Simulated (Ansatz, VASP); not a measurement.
**Ca3GeBiH4: VASP beside Ansatz**

```xyz
9
Lattice="7.0831 0.0000 0.0000 -3.5415 6.1341 0.0000 0.0000 0.0000 5.1840" Properties=species:S:1:pos:R:3 pbc="T T T"
Ca    3.5415    0.0000    2.5920
Ca   -1.7708    3.0671    2.5920
Ca    1.7708    3.0671    2.5920
Ge    0.0000    0.0000    0.0000
Bi    0.0000    0.0000    2.5920
H     0.0000    4.0894    2.5920
H     3.5415    2.0447    2.5920
H     0.0000    4.0894    0.0000
H     3.5415    2.0447    0.0000
```

Alike in both runs: functional PBE; k mesh 6 × 6 × 8; occupations gaussian, width 0.1 eV; no spin polarisation.

Ansatz relaxed the structure, and its values are those at the end. VASP's run is a single point on that final structure, the one shown.

|  | VASP | Ansatz |
| --- | --- | --- |
| version | VASP 6.6.1 | Ansatz 0.2.0 |
| potentials or method | VASP PAW PBE potentials, release 64 (Ca_sv, Ge_d, Bi_d, H), cutoff 520 eV | scalar-relativistic, plane waves, PAW |
| valence electrons in the cell | 63 | 63 |

```tsv
	VASP	Ansatz	Ansatz less VASP
gap on the k mesh at the Fermi level (eV)	none	none	-
pressure (GPa)	0.0	0.0	-0.01
```

A gap of «none» marks a metal or a gap that the smearing closes.

Neither program's run includes spin-orbit coupling.
